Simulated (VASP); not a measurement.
Input of a VASP 6.6.1 run:

The input INCAR:

```
ALGO = Normal
DIPOL = 0.5 0.5 0.500
EDIFF = 1E-6
ENCUT = 520
GGA = PS
IDIPOL = 3
ISIF = 2
ISMEAR = -1
LASPH = True
LCHARG = False
LDIPOL = True
LREAL = False
LWAVE = False
NBANDS = 21
NELM = 80
PREC = Accurate
SIGMA = 0.02
```

File KPOINTS:

```
k-points
0
Gamma
  8 8 1
```

Contents of POSCAR:

```
Si
1.0
    3.8418213899      0.0000000000      0.0000000000
    0.0000000000      3.8418213899      0.0000000000
    0.0000000000      0.0000000000     17.7378000000
Si
6
Direct
    0.7500000000      0.0000000000      0.3100734260
    0.2500000000      0.0000000000      0.3852521555
    0.2500000000      0.5000000000      0.4619245787
    0.7500000000      0.5000000000      0.5380754233
    0.7500000000      0.0000000000      0.6147478456
    0.2500000000      0.0000000000      0.6899265740
```

Potentials or basis: VASP PAW PBE potentials, release 64 (Si).

Command:

```console
$ cat potpaw_PBE.64/Si/POTCAR > POTCAR
$ mpirun -np 1 vasp_std > vasp.out
```

(1) What does it give for the largest force?

(2) Predict the band gap on the k mesh.

Answers

(1) 0.009 eV/Å.

(2) zero (band 12 reaches 0.15 eV, above the bottom of band 13 at -0.91 eV).

Caveat: the PAW data sets were made with another functional, which shifts forces and pressure a little.
